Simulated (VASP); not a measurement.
Wanted: the native input for a VASP 6.6.1 run.

| Item | Value |
| --- | --- |
| Task | single point |
| Functional | r2SCAN |
| Potentials or basis | VASP PAW PBE potentials, release 64 (Al, Ga_d, N) |
| Cutoff | 520 eV |
| k mesh | 8 × 8 × 6 |
| Occupations | gaussian, width 0.05 eV |
| Spin | no spin polarisation |
| Dipole correction | no |
| Further INCAR settings | ALGO = Normal; EDIFF = 1e-07; NBANDS = 21 |

Crystal: AlGaN2.

```
CELL_PARAMETERS angstrom
3.14088 0.00000 0.00000
0.00000 3.14088 0.00000
0.00000 0.00000 4.42384
ATOMIC_POSITIONS crystal
Al 0.50000 0.50000 0.50000
Ga 0.00000 0.00000 0.00000
N 0.50000 0.00000 0.71792
N 0.00000 0.50000 0.28208
```

This cell differs from its parent crystal: mode 12 (706.6 1/cm) frozen in, largest displacement +0.090 Å.

One way to write it, as run:

POSCAR

```
AlGaN2
1.0
    3.1408770487      0.0000000000      0.0000000000
    0.0000000000      3.1408770487      0.0000000000
    0.0000000000      0.0000000000      4.4238379400
Al Ga N
1 1 2
Direct
    0.5000000000      0.5000000000      0.5000000000
    0.0000000000      0.0000000000      0.0000000000
    0.5000000000      0.0000000000      0.7179204843
    0.0000000000      0.5000000000      0.2820795157
```

INCAR.step1

```
SYSTEM = AlGaN2
ALGO = Normal ; EDIFF = 1E-4
ENCUT = 520 ; GGA = PE
ISMEAR = 0 ; LASPH = .TRUE.
LCHARG = .FALSE. ; LREAL = .FALSE.
LWAVE = .TRUE. ; NBANDS = 21
NELM = 100 ; PREC = Accurate
SIGMA = 0.05
```

INCAR.step2

```
SYSTEM = AlGaN2
ALGO = Normal ; EDIFF = 1E-7
ENCUT = 520 ; ISIF = 2
ISMEAR = 0 ; ISTART = 1
LASPH = .TRUE. ; LCHARG = .FALSE.
LMIXTAU = .TRUE. ; LREAL = .FALSE.
LWAVE = .FALSE. ; METAGGA = R2SCAN
NBANDS = 21 ; NELM = 100
PREC = Accurate ; SIGMA = 0.05
```

KPOINTS

```
k-points
0
G
  8 8 6
  0 0 0
```

Potentials or basis: VASP PAW PBE potentials, release 64 (Al, Ga_d, N).

Run with:

```sh
$ cat potpaw_PBE.64/Al/POTCAR potpaw_PBE.64/Ga_d/POTCAR potpaw_PBE.64/N/POTCAR > POTCAR
$ cp INCAR.step1 INCAR
$ mpirun -np 1 vasp_std > vasp.out
$ cp INCAR.step2 INCAR
$ mpirun -np 1 vasp_std > vasp.out
```

It gave:

```yaml
Pressure: 1.2 GPa
Largest_force: 2.292 eV/Å
Band_gap_on_the_k_mesh: 3.16 eV, direct
```

Caveat: the cell differs from its parent crystal (mode 12 (706.6 1/cm) frozen in, largest displacement +0.090 Å); the PAW data sets were made with another functional, which shifts forces and pressure a little.

Run time: 2.2 min on 1 thread of AMD EPYC 9R45 96-Core Processor (Zen 5) (shared host), peak memory 0.17 GiB.
